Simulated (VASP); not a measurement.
Write the native input for VASP 6.6.1 that does the following.

- Task: single point
- Functional: B3LYP
- Potentials or basis: VASP PAW PBE potentials, release 64 (Al)
- Cutoff: 520 eV
- k mesh: 6 × 6 × 3
- Occupations: fermi-dirac, width 0.05 eV
- Spin: no spin polarisation
- Dipole correction: no
- Grid for exact exchange (PRECFOCK): Normal
- Further INCAR settings: ALGO = Normal; EDIFF = 1e-07; NBANDS = 10
- Share of exact exchange: 0.2

Crystal: Al.

```xyz
2
Lattice="2.9001 0.0000 0.0000 -1.4501 2.5116 0.0000 0.0000 0.0000 4.7835" Properties=species:S:1:pos:R:3 pbc="T T T"
Al    0.0000    1.6744    1.1959
Al    1.4501    0.8372    3.5876
```

This isn't the form of Al at room conditions, which is fcc.

The input as run:

POSCAR

```
Al
1.0
    2.9001028144      0.0000000000      0.0000000000
   -1.4500514072      2.5115627108      0.0000000000
    0.0000000000      0.0000000000      4.7835147317
Al
2
Direct
    0.3333333333      0.6666666667      0.2500000000
    0.6666666667      0.3333333333      0.7500000000
```

INCAR.step1

```
SYSTEM = Al
ALGO = Normal
EDIFF = 1E-5
ENCUT = 520
GGA = PE
ISIF = 2
ISMEAR = -1
LASPH = .TRUE.
LCHARG = .FALSE.
LREAL = .FALSE.
LWAVE = .TRUE.
NBANDS = 10
NELM = 80
PREC = Accurate
SIGMA = 0.05
```

INCAR.step2

```
SYSTEM = Al
AEXX = 0.2
AGGAC = 0.81
AGGAX = 0.72
ALDAC = 0.19
ALGO = Normal
EDIFF = 1E-7
ENCUT = 520
GGA = B3
ISIF = 2
ISMEAR = -1
ISTART = 1
LASPH = .TRUE.
LCHARG = .FALSE.
LHFCALC = .TRUE.
LREAL = .FALSE.
LWAVE = .FALSE.
NBANDS = 10
NELM = 80
PREC = Accurate
PRECFOCK = Normal
SIGMA = 0.05
```

KPOINTS

```
k-points
0
G
  6 6 3
  0 0 0
```

Potentials or basis: VASP PAW PBE potentials, release 64 (Al).

Run with:

```sh
$ cat potpaw_PBE.64/Al/POTCAR > POTCAR
$ cp INCAR.step1 INCAR
$ mpirun -np 1 vasp_std > vasp.out
$ cp INCAR.step2 INCAR
$ mpirun -np 1 vasp_std > vasp.out
```

Results of the run:

```
Pressure               : 0.1 GPa
Band gap on the k mesh : zero (bands 3 and 4 overlap by 5.00 eV)
```

Caveat: the k points lie up to 0.44 Å⁻¹ apart, too coarse for converged energies and pressures of a metal; the PAW data sets were made with another functional, which shifts forces and pressure a little.

Wall time 110 s on 1 thread of Intel(R) Xeon(R) 6975P-C (Granite Rapids), on a shared host, peak memory 0.15 GiB.
